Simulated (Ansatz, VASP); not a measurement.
One calculation of CdS, two programs

POSCAR

```
CdS
1.0
    0.0000000000      2.9683178717      2.9683178717
    2.9683178717      0.0000000000      2.9683178717
    2.9683178717      2.9683178717      0.0000000000
Cd S
1 1
Direct
    0.0000000000      0.0000000000      0.0000000000
    0.2500000000      0.2500000000      0.2500000000
```

File INCAR.step1:

```
ALGO = Normal
EDIFF = 1E-5
ENCUT = 550
GGA = PE
GGA_COMPAT = False
ISMEAR = 0
LASPH = True
LCHARG = False
LREAL = False
LWAVE = True
NBANDS = 16
NELM = 120
PREC = Accurate
SIGMA = 0.01
```

File INCAR.step2:

```
ALGO = Normal
EDIFF = 1E-6
ENCUT = 550
GGA_COMPAT = False
ISIF = 2
ISMEAR = 0
ISTART = 1
LASPH = True
LCHARG = False
LMIXTAU = True
LREAL = False
LWAVE = False
METAGGA = R2SCAN
NBANDS = 16
NELM = 120
PREC = Accurate
SIGMA = 0.01
```

The input KPOINTS:

```
k-points
0
Gamma
  6 6 6
```

Input for Ansatz:

```yaml
crystal:
  lattice:
    - [0.0, 2.9683178717, 2.9683178717]
    - [2.9683178717, 0.0, 2.9683178717]
    - [2.9683178717, 2.9683178717, 0.0]
  atoms:
    - { symbol: Cd, position: [0.0, 0.0, 0.0] }
    - { symbol: S, position: [0.25, 0.25, 0.25] }
kpoints:
  mp_grid: { grid: [6, 6, 6] }
hamiltonian:
  xc: r2scan
scf:
  occupations: { method: fixed }
  n_extra_bands: 4
output:
  forces: true
  stress: true
  eigenvalues: true
```

Alike in both runs: task single point; functional r2SCAN; k mesh 6 × 6 × 6; no spin polarisation.

|  | VASP | Ansatz |
| --- | --- | --- |
| version | VASP 6.6.1 | Ansatz 0.2.0 |
| potentials or method | VASP PAW PBE potentials, release 64 (Cd, S) | plane waves, PAW |
| plane-wave cutoff (eV) | 550 | 500 |
| occupations | gaussian, width 0.01 eV | fixed |
| valence electrons in the cell | 18 | 26 |

VASP gave:

| Quantity | Value |
| --- | --- |
| gap on the k mesh at the Fermi level (eV) | 1.47 |
| pressure (GPa) | -1.4 |

**Question.** Estimate Ansatz's values.

**Answer.** gap on the k mesh at the Fermi level (eV): 1.47; pressure (GPa): -1.7.

VASP's potentials were made for PBE, not for r2SCAN. VASP's potentials hold 18 valence electrons a cell and Ansatz's 26, so a difference there can come from the potentials and not from the codes.
